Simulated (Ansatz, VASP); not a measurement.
Cu in VASP and in Ansatz

```
CELL_PARAMETERS angstrom
0.00000 2.14332 4.58611
1.28087 0.00000 4.58611
1.28087 2.14332 0.00000
ATOMIC_POSITIONS crystal
Cu 0.86756 0.86756 0.13244
Cu 0.13244 0.13244 0.86756
```

Alike in both runs: functional PBE; k mesh 26 × 26 × 26; occupations gaussian, width 0.1 eV; no spin polarisation.

Ansatz relaxed the structure, and its values are those at the end. VASP's run is a single point on that final structure, the one shown.

|  | VASP | Ansatz |
| --- | --- | --- |
| version | VASP 6.6.1 | Ansatz 0.2.0 |
| potentials or method | VASP PAW PBE potentials, release 64 (Cu), cutoff 520 eV | scalar-relativistic, plane waves, PAW |
| valence electrons in the cell | 22 | 38 |

```csv
,VASP,Ansatz,Ansatz less VASP
gap on the k mesh at the Fermi level (eV),none,none,-
pressure (GPa),0.5,0.0,-0.48
```

A gap of «none» marks a metal or a gap that the smearing closes. VASP's potentials hold 22 valence electrons a cell and Ansatz's 38, so a difference there can come from the potentials and not from the codes.
